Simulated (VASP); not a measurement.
# HfB2 (P6/mmm) in VASP: further runs

Runs on HfB2. Level: PBE. Tasks: single point.

Everything below comes from runs of VASP 6.6.1. Logs are shortened: lines on timing, memory, paths and dates and some standing lists are left out, and cuts for length are marked.

## Step 1: The cell of the first run

It takes space group P6/mmm (No. 191, hexagonal). Conventional cell: a = 3.109 Å, b = 3.109 Å, c = 3.437 Å, α = 90.00°, β = 90.00°, γ = 120.00°. Hf (site symmetry 6/mmm) has 12 B at 2.49 Å and 6 Hf at 3.11 Å within 3.3 Å. B (site symmetry -6m2) has 3 B at 1.80 Å and 6 Hf at 2.49 Å within 2.5 Å.

## Step 2: Single point, PBE

File INCAR:

```
SYSTEM = HfB2
  PREC = Accurate
  ENCUT = 520
  EDIFF = 1E-7
  ISMEAR = 1
  SIGMA = 0.1
  LREAL = .FALSE.
  LASPH = .TRUE.
  NELM = 100
  ALGO = Normal
  ISIF = 2
  LWAVE = .FALSE.
  LCHARG = .TRUE.
  GGA = PE
  LELF = .TRUE.
  LVHAR = .TRUE.
  NBANDS = 15
```

File KPOINTS:

```
regular mesh
0
G
  12 12 10
  0 0 0
```

File POSCAR:

```
HfB2
1.0
    3.1092821393      0.0000000000      0.0000000000
   -1.5546410697      2.6927173202      0.0000000000
    0.0000000000      0.0000000000      3.4371555477
Hf B
1 2
Direct
    0.0000000000      0.0000000000      0.0000000000
    0.3333333333      0.6666666667      0.5000000000
    0.6666666667      0.3333333333      0.5000000000
```

Potentials or basis: VASP PAW PBE potentials, release 64 (Hf_pv, B).

Command:

```bash
> cat potpaw_PBE.64/Hf_pv/POTCAR potpaw_PBE.64/B/POTCAR > POTCAR
> mpirun -np 1 vasp_std > vasp.out
```

OUTCAR:

```text
SYSTEM = HfB2
   PREC = Accurate
   ENCUT = 520
   EDIFF = 1E-7
   ISMEAR = 1
   LREAL = .FALSE.
   LASPH = .TRUE.
   NELM = 100
   ISIF = 2
   GGA = PE

 ion  position               nearest neighbor table
   1  0.000  0.000  0.000-   2 2.49   3 2.49   2 2.49   3 2.49   3 2.49   3 2.49   2 2.49   2 2.49
                             3 2.49   3 2.49   2 2.49   2 2.49
   2  0.333  0.667  0.500-   3 1.80   3 1.80   3 1.80   1 2.49   1 2.49   1 2.49   1 2.49   1 2.49
                             1 2.49
   3  0.667  0.333  0.500-   2 1.80   2 1.80   2 1.80   1 2.49   1 2.49   1 2.49   1 2.49   1 2.49
                             1 2.49

  LATTYP: Found a hexagonal cell.
 ALAT       =     3.1092821393
 C/A-ratio  =     1.1054498735

  Lattice vectors:

 A1 = (   3.1092821393,   0.0000000000,   0.0000000000)
 A2 = (  -1.5546410697,   2.6927173202,   0.0000000000)
 A3 = (   0.0000000000,   0.0000000000,   3.4371555477)

Analysis of symmetry for initial positions (statically):
=====================================================================
 Subroutine PRICEL returns:
 Original cell was already a primitive cell.

 Routine SETGRP: Setting up the symmetry group for a
 hexagonal supercell.

 Subroutine GETGRP returns: Found 24 space group operations
 (whereof 24 operations were pure point group operations)
 out of a pool of 24 trial point group operations.

The static configuration has the point symmetry D_6h.

Analysis of symmetry for dynamics (positions and initial velocities):
=====================================================================
 Subroutine PRICEL returns:
 Original cell was already a primitive cell.

 Routine SETGRP: Setting up the symmetry group for a
 hexagonal supercell.

 Subroutine GETGRP returns: Found 24 space group operations
 (whereof 24 operations were pure point group operations)
 out of a pool of 24 trial point group operations.

The dynamic configuration has the point symmetry D_6h.

 Subroutine INISYM returns: Found 24 space group operations
 (whereof 24 operations are pure point group operations),
 and found     1 'primitive' translations

----------------------------------------------------------------------------------------

                                     Primitive cell

  volume of cell :      28.7773

  direct lattice vectors                    reciprocal lattice vectors
     3.109282139  0.000000000  0.000000000     0.321617645  0.185686034  0.000000000
    -1.554641070  2.692717320  0.000000000     0.000000000  0.371372068  0.000000000
     0.000000000  0.000000000  3.437155548     0.000000000  0.000000000  0.290938244

  length of vectors
     3.109282139  3.109282139  3.437155548     0.371372068  0.371372068  0.290938244

  position of ions in fractional coordinates (direct lattice)
     0.000000000  0.000000000  0.000000000
     0.333333333  0.666666667  0.500000000
     0.666666667  0.333333333  0.500000000

  ion indices of the primitive-cell ions
   primitive index   ion index
                 1           1
                 2           2
                 3           3

----------------------------------------------------------------------------------------

 KPOINTS: regular mesh

Automatic generation of k-mesh.
 Grid dimensions read from file:
 generate k-points for:   12   12   10

 Generating k-lattice:

  Cartesian coordinates                     Fractional coordinates (reciprocal lattice)
     0.026801470  0.015473836  0.000000000     0.083333333  0.000000000  0.000000000
     0.000000000  0.030947672  0.000000000     0.000000000  0.083333333  0.000000000
     0.000000000  0.000000000  0.029093824     0.000000000  0.000000000  0.100000000

  Length of vectors
     0.030947672  0.030947672  0.029093824

  Shift w.r.t. Gamma in fractional coordinates (k-lattice)
     0.000000000  0.000000000  0.000000000

 Subroutine IBZKPT returns following result:
 ===========================================

 Found    114 irreducible k-points:

 Following reciprocal coordinates:
            Coordinates               Weight
  0.000000  0.000000  0.000000      1.000000
  0.083333 -0.000000  0.000000      6.000000
  0.166667  0.000000  0.000000      6.000000
  0.250000  0.000000  0.000000      6.000000
  0.333333 -0.000000  0.000000      6.000000
  0.416667  0.000000  0.000000      6.000000
[... 16 lines left out ...]
  0.250000  0.000000  0.100000     12.000000
  0.333333 -0.000000  0.100000     12.000000
 [... further k-points ...]
   k-points           NKPTS =    114   k-points in BZ     NKDIM =    114   number of bands    NBANDS=     15
   number of dos      NEDOS =    301   number of ions     NIONS =      3
   total plane-waves  NPLWV =  16128
   dimension x,y,z NGX =    24 NGY =   24 NGZ =   28
   dimension x,y,z NGXF=    48 NGYF=   48 NGZF=   56
   ions per type =               1   2
   NGX,Y,Z   is equivalent  to a cutoff of  12.83, 12.83, 13.54 a.u.
   NGXF,Y,Z  is equivalent  to a cutoff of  25.66, 25.66, 27.09 a.u.
 SYSTEM =  HfB2
   PREC   = accura    normal or accurate (medium, high low for compatibility)
   ISTART =      0    job   : 0-new  1-cont  2-samecut
   ICHARG =      2    charge: 1-file 2-atom 10-const
   ISPIN  =      1    spin polarized calculation?
   LNONCOLLINEAR =      F non collinear calculations
   LSORBIT =      F    spin-orbit coupling
   LASPH  =      T    aspherical Exc in radial PAW
   ENCUT  =  520.0 eV  38.22 Ry    6.18 a.u.   5.78  5.78  6.39*2*pi/ulx,y,z
   NELM   =    100;   NELMIN=  2; NELMDL= -5     # of ELM steps
   EDIFF  = 0.1E-06   stopping-criterion for ELM
   LREAL  =      F    real-space projection
   EDIFFG = 0.1E-05   stopping-criterion for IOM
   NSW    =      0    number of steps for IOM
   IBRION =     -1    ionic relax: 0-MD 1-quasi-New 2-CG
   NFREE  =      0    steps in history (QN), initial steepest desc. (CG)
   ISIF   =      2    stress and relaxation
   ISYM   =      2    0-nonsym 1-usesym 2-fastsym
   POTIM  = 0.5000    time-step for ionic-motion
   TEBEG  =    0.0;   TEEND  =   0.0 temperature during run
   PSTRESS=    0.0 pullay stress
   NELECT =      16.0000    total number of electrons
   NUPDOWN=      -1.0000    fix difference up-down
   EMIN   =  10.00;   EMAX   =-10.00  energy-range for DOS
   EFERMI =   0.00;   METHOD = LEGACY
   ISMEAR =     1;   SIGMA  =   0.10  broadening in eV -4-tet -1-fermi 0-gaus
   EFERMI_NEDOS =   21; number of points for ismear=-14 and -15
   IALGO  =     38    algorithm
   IMIX   =      4    mixing-type and parameters
     AMIX     =   0.40;   BMIX     =  1.00
     AMIX_MAG =   1.60;   BMIX_MAG =  1.00
  volume/ion in A,a.u.               =       9.59        64.73
  Fermi-wavevector in a.u.,A,eV,Ry     =   1.346164  2.543882 24.655918  1.812159
  Thomas-Fermi vector in A             =   2.474019
   LORBIT       =      0    0 simple, 1 ext, 2 COOP (PROOUT), +10 PAW based schemes
   GGA     = PE    functional components
   LHFCALC =     F    Hartree Fock is set to
   AEXX    =    0.0000 exact exchange contribution
   IVDW    =     0    specifies the selected vdW correction
   LEPSILON=     F    determine dielectric tensor
   LRPA    =     F    only Hartree local field effects (RPA)
 non-spin polarized calculation
 Methfessel and Paxton  Order N= 1 SIGMA  =   0.10
  energy-cutoff  :      520.00
  volume of cell :       28.78
 maximum number of plane-waves:       786
 NGX is ok and might be reduce to    24
   NGX = 11   NGY = 11   NGZ = 13

 number of electron      16.0000000 magnetization

 Free energy of the ion-electron system (eV)
  ---------------------------------------------------
  ext. energy  EPLUGINS =         0.00000000
  ---------------------------------------------------
  free energy    TOTEN  =       -26.37055311 eV

  energy without entropy =      -26.37018502  energy(sigma->0) =      -26.37043041

 E-fermi :   8.0934     XC(G=0): -12.7484

 val. band max:        8.0901901221   @ k =   0.0833  -0.0000   0.3000
 cond. band min:       8.1515572406   @ k =   0.0833   0.0833   0.3000
 fundamental gap:      0.0613671185
 Fermi energy:         8.0933690569

 k-point     1 :       0.0000    0.0000    0.0000
  band No.  band energies     occupation
      1     -22.6024      2.00000
      2     -22.0681      2.00000
      3     -22.0681      2.00000
      4      -6.0095      2.00000
      5       4.8528      2.00000
      6       4.9420      2.00000
      7       4.9420      2.00000
      8       5.1789      2.00000
      9      12.1138      0.00000
     10      12.1138      0.00000
     11      12.7853      0.00000
     12      12.7853      0.00000
     13      13.0378      0.00000
     14      13.0378      0.00000
     15      13.1190      0.00000

 k-point     2 :       0.0833   -0.0000    0.0000
  band No.  band energies     occupation
      1     -22.5925      2.00000
      2     -22.1290      2.00000
      3     -22.0815      2.00000
      4      -5.8542      2.00000
      5       4.5167      2.00000
      6       4.9379      2.00000
      7       5.0075      2.00000
      8       5.0370      2.00000
      9      11.6007      0.00000
     10      12.0032      0.00000
     11      12.0467      0.00000
     12      12.3108      0.00000
     13      13.5828      0.00000
     14      13.9986      0.00000
     15      14.2229      0.00000
[... 365 lines left out ...]
      3     -22.1641      2.00000
      4      -4.5840      2.00000
      5       2.2102      2.00000
      6       4.0025      2.00000
      7       4.7112      2.00000
      8       5.8212      2.00000
      9       9.9291     -0.00000
     10      10.8191      0.00000
     11      12.0221      0.00000
     12      12.7595      0.00000
     13      14.4951      0.00000
     14      15.7362      0.00000
     15      17.2813      0.00000

 k-point    24 :       0.3333   -0.0000    0.1000
  band No.  band energies     occupation
      1     -22.7090      2.00000
      2     -22.5178      2.00000
      3     -22.2125      2.00000
      4      -3.7274      2.00000
      5       0.9023      2.00000
      6       3.9661      2.00000
      7       4.4800      2.00000
      8       5.4426      2.00000
      9      10.2496      0.00000
     10      11.0752      0.00000
     11      11.5362      0.00000
     12      13.0181      0.00000
     13      14.8637      0.00000
     14      16.6479      0.00000
     15      19.2749      0.00000

 [... further k-points ...]

------------------------ aborting loop because EDIFF is reached ----------------------------------------

  FORCE on cell =-STRESS in cart. coord.  units (eV):
  Direction    XX          YY          ZZ          XY          YZ          ZX
  --------------------------------------------------------------------------------------
  -------------------------------------------------------------------------------------
  Total        1.7229989      1.7229989      1.7845216     -0.0000000      0.0000000     -0.0000000
  in kB       95.9280256     95.9280256     99.3533001     -0.0000000      0.0000000     -0.0000000
  external PRESSURE =      97.0697838 kB  Pullay stress =       0.0000000 kB

 VOLUME and BASIS-vectors are now :
 -----------------------------------------------------------------------------
  energy-cutoff  :      520.00
  volume of cell :       28.78
      direct lattice vectors                 reciprocal lattice vectors
     3.109282139  0.000000000  0.000000000     0.321617645  0.185686034  0.000000000
    -1.554641070  2.692717320  0.000000000     0.000000000  0.371372068  0.000000000
     0.000000000  0.000000000  3.437155548     0.000000000  0.000000000  0.290938244

 POSITION                                       TOTAL-FORCE (eV/Angst)
 -----------------------------------------------------------------------------------
      0.00000      0.00000      0.00000         0.000000      0.000000      0.000000
     -0.00000      1.79514      1.71858        -0.000000      0.000000     -0.000000
      1.55464      0.89757      1.71858         0.000000     -0.000000      0.000000
 -----------------------------------------------------------------------------------
    total drift:                               -0.000000      0.000000      0.000000

  FREE ENERGIE OF THE ION-ELECTRON SYSTEM (eV)
  ---------------------------------------------------
  free  energy   TOTEN  =       -26.3705531065 eV

  energy  without entropy=      -26.3701850163  energy(sigma->0) =      -26.37043041
```

Run time: 40 s. Hardware: 1 thread of Intel Xeon Platinum 8259CL at 2.50GHz (Skylake/Cascade Lake), shared host; peak memory 0.17 GiB.

Results:

```yaml
Free_energy: -26.3706 eV
Pressure: 9.7 GPa
Band_gap_on_the_k_mesh: zero (bands 8 and 9 overlap by 1.37 eV)
```

Stress tensor (GPa, compression positive):
```
9.59 0.00 0.00
0.00 9.59 0.00
0.00 0.00 9.94
```

Levels at points of the mesh, in eV from the Fermi level:
| k point | band 5 | band 6 | band 7 | band 8 | band 9 | band 10 | band 11 | band 12 |
| --- | --- | --- | --- | --- | --- | --- | --- | --- |
| (0.00, 0.00, 0.00) | -3.24 | -3.15 | -3.15 | -2.91 | 4.02 | 4.02 | 4.69 | 4.69 |
| (0.50, 0.00, 0.00) | -9.25 | -4.39 | -3.65 | -3.13 | 2.02 | 2.66 | 5.66 | 5.76 |
| (0.00, 0.00, 0.50) | -8.66 | -1.38 | -1.38 | 0.13 | 0.13 | 0.86 | 0.86 | 2.20 |
| (0.50, 0.00, 0.50) | -7.72 | -5.27 | -4.99 | -2.78 | 4.01 | 4.22 | 6.33 | 7.39 |

Caveat: the cell stands under pressure; spin-orbit coupling is left out, which moves the levels of the heavy elements.

## Step 3: Single point, PBE

This run uses another cell than the first one, of 9.77 Å³/atom.

File INCAR:

```
SYSTEM = HfB2
PREC = Accurate
ENCUT = 520
EDIFF = 1E-7
ISMEAR = 1
SIGMA = 0.1
LREAL = .FALSE.
LASPH = .TRUE.
NELM = 80
ALGO = Normal
ISIF = 2
LWAVE = .FALSE.
LCHARG = .FALSE.
GGA = PE
NBANDS = 15
```

File KPOINTS:

```
Automatic mesh
0
G
  12 12 10
  0 0 0
```

File POSCAR:

```
HfB2
1.0
    3.1264715182      0.0000000000      0.0000000000
   -1.5632357591      2.7076037589      0.0000000000
    0.0000000000      0.0000000000      3.4612317757
Hf B
1 2
Direct
    0.0000000000      0.0000000000      0.0000000000
    0.3333333333      0.6666666667      0.5000000000
    0.6666666667      0.3333333333      0.5000000000
```

Potentials or basis: VASP PAW PBE potentials, release 64 (Hf_pv, B).

Command:

```bash
> cat potpaw_PBE.64/Hf_pv/POTCAR potpaw_PBE.64/B/POTCAR > POTCAR
> mpirun -np 1 vasp_std > vasp.out
```

It took 45 s on 1 thread of Intel Xeon Platinum 8259CL at 2.50GHz (Skylake/Cascade Lake), shared host; peak memory 0.18 GiB.

It converged, with:

```yaml
Free_energy: -26.3942 eV
Pressure: 4.7 GPa
Band_gap_on_the_k_mesh: zero (bands 8 and 9 overlap by 1.34 eV)
```

Stress tensor (GPa, compression positive):
```
4.57 0.00 0.00
0.00 4.57 0.00
0.00 0.00 4.85
```

Levels at points of the mesh, in eV from the Fermi level:
| k point | band 5 | band 6 | band 7 | band 8 | band 9 | band 10 | band 11 | band 12 |
| --- | --- | --- | --- | --- | --- | --- | --- | --- |
| (0.00, 0.00, 0.00) | -3.20 | -3.10 | -3.10 | -2.93 | 3.93 | 3.93 | 4.58 | 4.58 |
| (0.50, 0.00, 0.00) | -9.23 | -4.34 | -3.62 | -3.07 | 1.98 | 2.61 | 5.52 | 5.65 |
| (0.00, 0.00, 0.50) | -8.59 | -1.37 | -1.37 | 0.14 | 0.14 | 0.85 | 0.85 | 2.12 |
| (0.50, 0.00, 0.50) | -7.69 | -5.19 | -4.92 | -2.81 | 3.91 | 4.09 | 6.20 | 7.19 |

Caveat: the cell stands under pressure; spin-orbit coupling is left out, which moves the levels of the heavy elements.

## Step 4: Single point, PBE

This run uses another cell than the first one, of 9.88 Å³/atom.

File INCAR:

```
ALGO     = Normal         # electronic algorithm
EDIFF    = 1E-7           # SCF threshold, eV
ENCUT    = 520            # plane-wave cutoff, eV
GGA      = PE             # functional
ISIF     = 2              # what is computed and relaxed
ISMEAR   = 1              # smearing method
LASPH    = True           # aspherical terms in the spheres
LCHARG   = False          # write CHGCAR
LREAL    = False          # projectors in reciprocal space
LWAVE    = False          # write WAVECAR
NBANDS   = 15             # bands
NELM     = 100            # most SCF steps
PREC     = Accurate       # precision mode
SIGMA    = 0.1            # smearing width, eV
```

File KPOINTS:

```
k-points
0
Gamma
  12 12 10
```

File POSCAR:

```
HfB2
1.0
    3.1371156919      0.0000000000      0.0000000000
   -1.5685578459      2.7168218838      0.0000000000
    0.0000000000      0.0000000000      3.4773307126
Hf B
1 2
Direct
    0.0000000000      0.0000000000      0.0000000000
    0.3333333333      0.6666666667      0.5000000000
    0.6666666667      0.3333333333      0.5000000000
```

Command:

```bash
> cat potpaw_PBE.64/Hf_pv/POTCAR potpaw_PBE.64/B/POTCAR > POTCAR
> mpirun -np 1 vasp_std > vasp.out
```

It took 48 s on 1 thread of Intel Xeon Platinum 8259CL at 2.50GHz (Skylake/Cascade Lake), shared host; peak memory 0.18 GiB.

It converged, with:

| Property | Result |
| --- | --- |
| Free energy | -26.4010 eV |
| Pressure | 1.6 GPa |
| Band gap on the k mesh | zero (bands 8 and 9 overlap by 1.31 eV) |

Stress tensor (GPa, compression positive):
```
1.60 0.00 0.00
0.00 1.60 0.00
0.00 0.00 1.75
```

Levels at points of the mesh, in eV from the Fermi level:
```csv
k point,band 4,band 5,band 6,band 7,band 8,band 9,band 10,band 11,band 12,band 13
"(0.00, 0.00, 0.00)",-13.93,-3.18,-3.07,-3.07,-2.95,3.87,3.87,4.51,4.51,4.84
"(0.50, 0.00, 0.00)",-9.95,-9.22,-4.30,-3.60,-3.04,1.95,2.57,5.43,5.58,6.16
"(0.00, 0.00, 0.50)",-11.52,-8.54,-1.36,-1.36,0.16,0.16,0.84,0.84,2.07,4.92
"(0.50, 0.00, 0.50)",-10.52,-7.68,-5.14,-4.88,-2.83,3.85,4.01,6.11,7.05,7.21
```

Caveat: spin-orbit coupling is left out, which moves the levels of the heavy elements.

## Step 5: Summary

```csv
cell,gap on the mesh (eV),pressure (GPa)
"a = 3.109, b = 3.109, c = 3.437 Å, angles 90.0, 90.0, 120.0°, 3 atoms",none,9.7
"a = 3.126, b = 3.126, c = 3.461 Å, angles 90.0, 90.0, 120.0°, 3 atoms",none,4.7
"a = 3.137, b = 3.137, c = 3.477 Å, angles 90.0, 90.0, 120.0°, 3 atoms",none,1.6
```

Alike in all rows: task single point; level PBE; potentials or basis VASP PAW PBE potentials, release 64 (Hf_pv, B); no spin polarisation; k mesh 12 × 12 × 10; cutoff (eV) 520; smearing methfessel-paxton 0.1 eV.

Caveats: spin-orbit coupling is left out, which moves the levels of the heavy elements; the cell stands under pressure (at least some runs).

Total energies depend on the potentials used, so only differences within one code and one set of settings carry meaning.
